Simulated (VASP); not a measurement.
Runs of VASP 6.6.1 on Si2Ni. The structure is that of space group Fm-3m (No. 225), or close to it. The cells are those of the table. 

| cell | gap on the mesh (eV) | pressure (GPa) |
| --- | --- | --- |
| a = 3.889, b = 3.889, c = 3.812 Å, angles 60.7, 60.7, 58.7°, 3 atoms | none | (b) |
| a = 3.584, b = 3.584, c = 3.507 Å, angles 60.7, 60.7, 58.6°, 3 atoms | none | 53.4 |
| a = 4.117 Å, angles 60.0°, 3 atoms | none | (a) |
| a = 3.737, b = 3.737, c = 3.660 Å, angles 60.7, 60.7, 58.6°, 3 atoms | none | 15.5 |
| a = 3.507 Å, angles 60.0°, 3 atoms | none | 71.0 |

Alike in all rows: task single point; level PBEsol; potentials or basis VASP PAW PBE potentials, release 64 (Si, Ni); no spin polarisation; k mesh 16 × 16 × 16; cutoff (eV) 520; smearing gaussian 0.15 eV.

Problem. Estimate the missing entries.

Solution. (a) -21.5; (b) -5.7.

Caveats: the PAW data sets were made with another functional, which shifts forces and pressure a little; the cell stands under pressure (at least some runs); the cell stands under tension (at least some runs).

A gap of «none» marks levels without a gap at the run's occupations.
